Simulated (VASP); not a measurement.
# CuO2 (Fm-3m) in VASP: notebook, part 2 of 3

VASP 6.6.1.

## (3) Single point, PBEsol, collinear spin, ferromagnetic start

This run uses another cell than the first one, of 9.02 Å³/atom, 0.907 times its volume.

Input file INCAR:

```
ALGO = Normal
EDIFF = 1E-7
ENCUT = 520
GGA = PS
ISIF = 2
ISMEAR = 0
ISPIN = 2
LASPH = T
LCHARG = F
LMAXMIX = 4
LORBIT = 11
LREAL = F
LWAVE = F
MAGMOM = 0.72 0.8 0.8
NBANDS = 22
NELM = 150
PREC = Accurate
SIGMA = 0.1
```

Input file KPOINTS:

```
k-points
0
Gamma
  8 8 8
```

Input file POSCAR:

```
CuO2
1.0
    0.0000000000      2.3829473067      2.3829473067
    2.3829473067      0.0000000000      2.3829473067
    2.3829473067      2.3829473067      0.0000000000
Cu O
1 2
Direct
    0.0000000000      0.0000000000      0.0000000000
    0.2500000000      0.2500000000      0.2500000000
    0.7500000000      0.7500000000      0.7500000000
```

Potentials or basis: VASP PAW PBE potentials, release 64 (Cu, O).

The run is started by

```sh
$ cat potpaw_PBE.64/Cu/POTCAR potpaw_PBE.64/O/POTCAR > POTCAR
$ mpirun -np 1 vasp_std > vasp.out
```

OUTCAR:

```text
EDIFF = 1E-7
   ENCUT = 520
   GGA = PS
   ISIF = 2
   ISMEAR = 0
   ISPIN = 2
   LASPH = T
   LORBIT = 11
   LREAL = F
   NELM = 150
   PREC = Accurate

 ion  position               nearest neighbor table
   1  0.000  0.000  0.000-   3 2.06   3 2.06   3 2.06   2 2.06   3 2.06   2 2.06   2 2.06   2 2.06

   2  0.250  0.250  0.250-   1 2.06   1 2.06   1 2.06   1 2.06
   3  0.750  0.750  0.750-   1 2.06   1 2.06   1 2.06   1 2.06

  LATTYP: Found a face centered cubic cell.
 ALAT       =     4.7658946134

  Lattice vectors:

 A1 = (   0.0000000000,   2.3829473067,   2.3829473067)
 A2 = (   2.3829473067,   0.0000000000,   2.3829473067)
 A3 = (   2.3829473067,   2.3829473067,   0.0000000000)

Analysis of symmetry for initial positions (statically):
=====================================================================
 Subroutine PRICEL returns:
 Original cell was already a primitive cell.

 Routine SETGRP: Setting up the symmetry group for a
 face centered cubic supercell.

 Subroutine GETGRP returns: Found 48 space group operations
 (whereof 48 operations were pure point group operations)
 out of a pool of 48 trial point group operations.

The static configuration has the point symmetry O_h .

Analysis of symmetry for dynamics (positions and initial velocities):
=====================================================================
 Subroutine PRICEL returns:
 Original cell was already a primitive cell.

 Routine SETGRP: Setting up the symmetry group for a
 face centered cubic supercell.

 Subroutine GETGRP returns: Found 48 space group operations
 (whereof 48 operations were pure point group operations)
 out of a pool of 48 trial point group operations.

The dynamic configuration has the point symmetry O_h .

Analysis of structural, dynamic, and magnetic symmetry:
=====================================================================
 Subroutine PRICEL returns:
 Original cell was already a primitive cell.

 Routine SETGRP: Setting up the symmetry group for a
 face centered cubic supercell.

 Subroutine GETGRP returns: Found 48 space group operations
 (whereof 48 operations were pure point group operations)
 out of a pool of 48 trial point group operations.

The overall configuration has the point symmetry O_h .

 Subroutine INISYM returns: Found 48 space group operations
 (whereof 48 operations are pure point group operations),
 and found     1 'primitive' translations

----------------------------------------------------------------------------------------

                                     Primitive cell

  volume of cell :      27.0628

  direct lattice vectors                    reciprocal lattice vectors
     0.000000000  2.382947307  2.382947307    -0.209824195  0.209824195  0.209824195
     2.382947307  0.000000000  2.382947307     0.209824195 -0.209824195  0.209824195
     2.382947307  2.382947307  0.000000000     0.209824195  0.209824195 -0.209824195

  length of vectors
     3.369996400  3.369996400  3.369996400     0.363426166  0.363426166  0.363426166

  position of ions in fractional coordinates (direct lattice)
[... 74 lines left out ...]
   ICHARG =      2    charge: 1-file 2-atom 10-const
   ISPIN  =      2    spin polarized calculation?
   LNONCOLLINEAR =      F non collinear calculations
   LSORBIT =      F    spin-orbit coupling
   LASPH  =      T    aspherical Exc in radial PAW
   ENCUT  =  520.0 eV  38.22 Ry    6.18 a.u.   6.27  6.27  6.27*2*pi/ulx,y,z
   NELM   =    150;   NELMIN=  2; NELMDL= -5     # of ELM steps
   EDIFF  = 0.1E-06   stopping-criterion for ELM
   LREAL  =      F    real-space projection
   EDIFFG = 0.1E-05   stopping-criterion for IOM
   NSW    =      0    number of steps for IOM
   IBRION =     -1    ionic relax: 0-MD 1-quasi-New 2-CG
   NFREE  =      0    steps in history (QN), initial steepest desc. (CG)
   ISIF   =      2    stress and relaxation
   ISYM   =      2    0-nonsym 1-usesym 2-fastsym
   POTIM  = 0.5000    time-step for ionic-motion
   TEBEG  =    0.0;   TEEND  =   0.0 temperature during run
   PSTRESS=    0.0 pullay stress
   NELECT =      23.0000    total number of electrons
   NUPDOWN=      -1.0000    fix difference up-down
   EMIN   =  10.00;   EMAX   =-10.00  energy-range for DOS
   EFERMI =   0.00;   METHOD = LEGACY
   ISMEAR =     0;   SIGMA  =   0.10  broadening in eV -4-tet -1-fermi 0-gaus
   EFERMI_NEDOS =   21; number of points for ismear=-14 and -15
   IALGO  =     38    algorithm
   IMIX   =      4    mixing-type and parameters
     AMIX     =   0.40;   BMIX     =  1.00
     AMIX_MAG =   1.60;   BMIX_MAG =  1.00
  volume/ion in A,a.u.               =       9.02        60.88
  Fermi-wavevector in a.u.,A,eV,Ry     =   1.550695  2.930388 32.717310  2.404654
  Thomas-Fermi vector in A             =   2.655321
   LORBIT       =     11    0 simple, 1 ext, 2 COOP (PROOUT), +10 PAW based schemes
   GGA     = PS    functional components
   LHFCALC =     F    Hartree Fock is set to
   AEXX    =    0.0000 exact exchange contribution
   IVDW    =     0    specifies the selected vdW correction
   LEPSILON=     F    determine dielectric tensor
   LRPA    =     F    only Hartree local field effects (RPA)
 spin polarized calculation
 Gauss-broadening in eV      SIGMA  =   0.10
  energy-cutoff  :      520.00
  volume of cell :       27.06
 maximum number of plane-waves:       745
 NGX is ok and might be reduce to    28
   NGX = 13   NGY = 13   NGZ = 13

 number of electron      23.0000006 magnetization       1.7657061

 Free energy of the ion-electron system (eV)
  ---------------------------------------------------
  ext. energy  EPLUGINS =         0.00000000
  ---------------------------------------------------
  free energy    TOTEN  =       -14.43201553 eV

  energy without entropy =      -14.41949958  energy(sigma->0) =      -14.42575756

 E-fermi :   4.4203     XC(G=0): -12.3664

 val. band max:        4.4057056276   @ k =  -0.3750   0.3750   0.0000
 cond. band min:       4.4504033965   @ k =   0.5000   0.2500   0.0000
 fundamental gap:      0.0446977689
 Fermi energy:         4.4202883150

 spin component 1

 k-point     1 :       0.0000    0.0000    0.0000
  band No.  band energies     occupation
      1     -15.8470      1.00000
      2     -11.6239      1.00000
      3      -1.8218      1.00000
      4      -1.8218      1.00000
      5      -1.8218      1.00000
      6       1.4632      1.00000
[... 589 lines left out ...]
     21      29.0131      0.00000
     22      29.3945      0.00000

 [... further k-points ...]

 spin component 2

 k-point     1 :       0.0000    0.0000    0.0000
  band No.  band energies     occupation
      1     -15.0002      1.00000
      2     -10.4913      1.00000
      3      -1.0628      1.00000
      4      -1.0628      1.00000
      5      -1.0628      1.00000
      6       1.8658      1.00000
[... 589 lines left out ...]
     21      29.2969      0.00000
     22      29.6376      0.00000

 [... further k-points ...]

------------------------ aborting loop because EDIFF is reached ----------------------------------------

  FORCE on cell =-STRESS in cart. coord.  units (eV):
  Direction    XX          YY          ZZ          XY          YZ          ZX
  --------------------------------------------------------------------------------------
  -------------------------------------------------------------------------------------
  Total        0.1386066      0.1386066      0.1386066      0.0000000     -0.0000000      0.0000000
  in kB        8.2058074      8.2058074      8.2058074      0.0000000     -0.0000000      0.0000000
  external PRESSURE =       8.2058074 kB  Pullay stress =       0.0000000 kB

 VOLUME and BASIS-vectors are now :
 -----------------------------------------------------------------------------
  energy-cutoff  :      520.00
  volume of cell :       27.06
      direct lattice vectors                 reciprocal lattice vectors
     0.000000000  2.382947307  2.382947307    -0.209824195  0.209824195  0.209824195
     2.382947307  0.000000000  2.382947307     0.209824195 -0.209824195  0.209824195
     2.382947307  2.382947307  0.000000000     0.209824195  0.209824195 -0.209824195

 POSITION                                       TOTAL-FORCE (eV/Angst)
 -----------------------------------------------------------------------------------
      0.00000      0.00000      0.00000         0.000000     -0.000000     -0.000000
      1.19147      1.19147      1.19147         0.000000      0.000000     -0.000000
      3.57442      3.57442      3.57442        -0.000000      0.000000      0.000000
 -----------------------------------------------------------------------------------
    total drift:                               -0.000000     -0.000000      0.000000

  FREE ENERGIE OF THE ION-ELECTRON SYSTEM (eV)
  ---------------------------------------------------
  free  energy   TOTEN  =       -14.4320155308 eV

  energy  without entropy=      -14.4194995808  energy(sigma->0) =      -14.42575756

 total charge

# of ion       s       p       d       tot
------------------------------------------
    1        0.354   0.457   8.978   9.788
    2        1.610   3.214   0.000   4.825
    3        1.610   3.214   0.000   4.825
--------------------------------------------------
tot          3.574   6.886   8.978  19.437

 magnetization (x)

# of ion       s       p       d       tot
------------------------------------------
    1       -0.018  -0.019   0.565   0.527
    2        0.007   0.544   0.000   0.551
    3        0.007   0.544   0.000   0.551
--------------------------------------------------
tot         -0.004   1.068   0.565   1.629
```

stdout:

```text
POSCAR found type information on POSCAR CuO
 POSCAR found :  2 types and       3 ions
 scaLAPACK will be used
 -----------------------------------------------------------------------------
|                                                                             |
|                                                                             |
|     You enforced a specific xc type in the INCAR file but a different       |
|     I HOPE YOU KNOW WHAT YOU ARE DOING!                                     |
|                                                                             |
 -----------------------------------------------------------------------------

 LDA part: xc-table for (Slater+PW92), standard interpolation
 POSCAR, INCAR and KPOINTS ok, starting setup
 FFT: planning ... GRIDC
 FFT: planning ... GRID_SOFT
 FFT: planning ... GRID
 WAVECAR not read
 entering main loop
```

It took 33 s on 1 thread of Intel Xeon 6975P-C (Granite Rapids), shared host; peak memory 0.17 GiB.

What came out:

- Free energy: -14.4320 eV
- Pressure: 0.8 GPa
- Net moment: 1.77 μB per cell
- Site moments: Cu +0.53; O +0.55 μB
- Valence electrons inside the program's atomic spheres: Cu 9.79; O 4.83

Levels at points of the mesh, in eV from the Fermi level:
Spin up:
```tsv
k point	band 10	band 11	band 12	band 13	band 14	band 15	band 16	band 17
(0.00, 0.00, 0.00)	-1.38	-0.31	-0.31	-0.31	6.03	12.00	12.00	12.00
(0.50, 0.00, 0.00)	-2.91	-2.41	-0.17	-0.17	10.02	10.85	15.87	15.87
(0.50, 0.50, 0.00)	-2.52	-0.29	0.37	0.37	8.75	12.35	12.78	17.38
```
Spin down:
```
           k point  band 7  band 8  band 9  band 10  band 11  band 12  band 13  band 14  band 15  band 16
(0.00, 0.00, 0.00)   -2.55   -0.31   -0.31    -0.31     0.69     0.69     0.69     6.40    12.05    12.05
(0.50, 0.00, 0.00)   -2.44   -2.44   -2.35    -2.35    -1.57     0.81     0.81    10.58    11.27    16.12
(0.50, 0.50, 0.00)   -3.12   -2.36   -2.10    -1.70     0.89     1.51     1.51     8.91    12.62    13.31
```

Caveat: the PAW data sets were made with another functional, which shifts forces and pressure a little; a cell with one magnetic atom can't hold antiferromagnetic order, which such compounds often take; semilocal functionals often make such compounds metallic where correlation or magnetic order opens a gap, which also shifts bond lengths.

## (4) Single point, PBEsol

This run uses another cell than the first one, of 9.04 Å³/atom, 0.909 times its volume.

Input file INCAR:

```
SYSTEM = CuO2
PREC = Accurate
ENCUT = 520
EDIFF = 1E-7
ISMEAR = 0
SIGMA = 0.1
LREAL = .FALSE.
LASPH = .TRUE.
NELM = 100
ALGO = Normal
ISIF = 2
LWAVE = .FALSE.
LCHARG = .FALSE.
GGA = PS
NBANDS = 18
```

Input file KPOINTS:

```
regular mesh
0
G
  16 16 16
  0 0 0
```

Input file POSCAR:

```
CuO2
1.0
    0.0000000000      2.3844798777      2.3844798777
    2.3844798777      0.0000000000      2.3844798777
    2.3844798777      2.3844798777      0.0000000000
Cu O
1 2
Direct
    0.0000000000      0.0000000000      0.0000000000
    0.2500000000      0.2500000000      0.2500000000
    0.7500000000      0.7500000000      0.7500000000
```

The run is started by

```sh
$ cat potpaw_PBE.64/Cu/POTCAR potpaw_PBE.64/O/POTCAR > POTCAR
$ mpirun -np 1 vasp_std > vasp.out
```

Run time: 56 s. Hardware: 1 thread of Intel Xeon 6975P-C (Granite Rapids), shared host; peak memory 0.19 GiB.

The run converged. Its results:

```
Free energy : -14.2062 eV
Pressure    : -1.3 GPa
```

Levels at points of the mesh, in eV from the Fermi level:
```tsv
k point	band 8	band 9	band 10	band 11	band 12	band 13	band 14	band 15
(0.00, 0.00, 0.00)	-1.09	-1.09	-1.09	-0.08	-0.08	-0.08	5.96	11.79
(0.50, 0.00, 0.00)	-3.04	-2.95	-2.95	-2.27	0.05	0.05	10.03	10.82
(0.50, 0.50, 0.00)	-2.84	-2.59	-2.39	0.05	0.68	0.68	8.59	12.23
```

Caveat: the PAW data sets were made with another functional, which shifts forces and pressure a little; an odd number of electrons without spin polarisation forces a metal; a magnetic or distorted state may lie lower; semilocal functionals often make such compounds metallic where correlation or magnetic order opens a gap, which also shifts bond lengths. With open d or f shells a metallic result of PBEsol can be an artefact of self-interaction; +U or a hybrid may open a gap.

(Part 2 of 3 ends here.)
